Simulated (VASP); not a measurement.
**BeS: single point with PBEsol**

The system is BeS.

```
Be S
1.0
     0.00000    2.42328    2.50235
     2.50235    0.00000    2.50235
     2.50235    2.42328    0.00000
Be S
1 1
Direct
  0.00000 0.00000 0.00000
  0.75000 0.75000 0.75000
```

This cell differs from its parent crystal: volume 15.174 Å^3 an atom, c/a of the conventional cell 0.9684.

* Program: VASP 6.6.1
* Task: single point
* Functional: PBEsol
* Potentials or basis: VASP PAW PBE potentials, release 64 (Be, S)
* Cutoff: 520 eV
* k mesh: 10 × 10 × 10
* Occupations: gaussian, width 0.05 eV
* Spin: no spin polarisation

The pressure is -5.8 GPa. The band gap on the k mesh is 2.81 eV, indirect (least direct gap 5.09 eV).

Stress tensor (GPa, compression positive):
```
-6.72  0.00  0.00
 0.00 -3.96  0.00
 0.00  0.00 -6.72
```

Levels at points of the mesh, in eV from the valence-band top:
| k point | band 1 | band 2 | band 3 | band 4 | band 5 | band 6 | band 7 | band 8 |
| --- | --- | --- | --- | --- | --- | --- | --- | --- |
| (0.00, 0.00, 0.00) | -13.41 | -0.15 | -0.15 | 0.00 | 5.09 | 5.51 | 5.55 | 5.55 |
| (0.50, 0.00, 0.00) | -11.94 | -5.57 | -1.19 | -0.93 | 5.00 | 6.25 | 6.58 | 10.59 |
| (0.50, 0.50, 0.00) | -11.50 | -4.93 | -2.50 | -2.46 | 3.04 | 4.86 | 12.06 | 12.13 |
| (0.50, 0.00, 0.50) | -11.37 | -4.72 | -2.72 | -2.72 | 2.81 | 4.55 | 12.15 | 12.15 |

Wall time 13 s on 1 thread of Intel(R) Xeon(R) 6975P-C (Granite Rapids), on a shared host, peak memory 0.17 GiB.

Caveat: the PAW data sets were made with another functional, which shifts forces and pressure a little. A k mesh can miss the band edges.
